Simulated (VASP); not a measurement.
C: single point with PBE+D3(BJ)

The system is C.

```xyz
2
Lattice="1.2017 0.6938 3.2774 -1.2017 0.6938 3.2774 0.0000 -1.3876 3.2774" Properties=species:S:1:pos:R:3 pbc="T T T"
C     0.0000    0.0000    1.5639
C     0.0000    0.0000    8.2682
```

| Quantity | Value |
| --- | --- |
| Program | VASP 6.6.1 |
| Task | single point |
| Functional | PBE |
| Dispersion | D3(BJ) |
| Potentials or basis | VASP PAW PBE potentials, release 64 (C) |
| Cutoff | 520 eV |
| k mesh | 15 × 15 × 15 |
| Occupations | gaussian, width 0.05 eV |
| Spin | no spin polarisation |
| Dipole correction | no |
| Further INCAR settings | ALGO = Normal; EDIFF = 1e-06; NBANDS = 11 |

* Pressure: 24.5 GPa
* Largest force: 2.396 eV/Å
* Band gap on the k mesh: 1.00 eV, indirect (least direct gap 1.04 eV)
* Dispersion energy per atom: -0.159 eV

Forces on the atoms (eV/Å):
```
C    0.000  0.000  2.396
C    0.000  0.000 -2.396
```

Stress tensor (GPa, compression positive):
```
38.30  0.00  0.00
 0.00 38.30  0.00
 0.00  0.00 -3.24
```

Levels at points of the mesh, in eV from the valence-band top:
| k point | band 1 | band 2 | band 3 | band 4 | band 5 | band 6 | band 7 | band 8 |
| --- | --- | --- | --- | --- | --- | --- | --- | --- |
| (0.00, 0.00, 0.00) | -19.72 | -6.34 | -2.23 | -2.23 | 4.16 | 9.38 | 9.38 | 13.16 |

Wall time 64 s on 1 thread of Intel(R) Xeon(R) Platinum 8488C (Sapphire Rapids), on a shared host, peak memory 0.19 GiB.

Caveat: forces of over 1 eV/Å act on the atoms, so gaps and moduli don't describe the material at rest. A k mesh can miss the band edges.
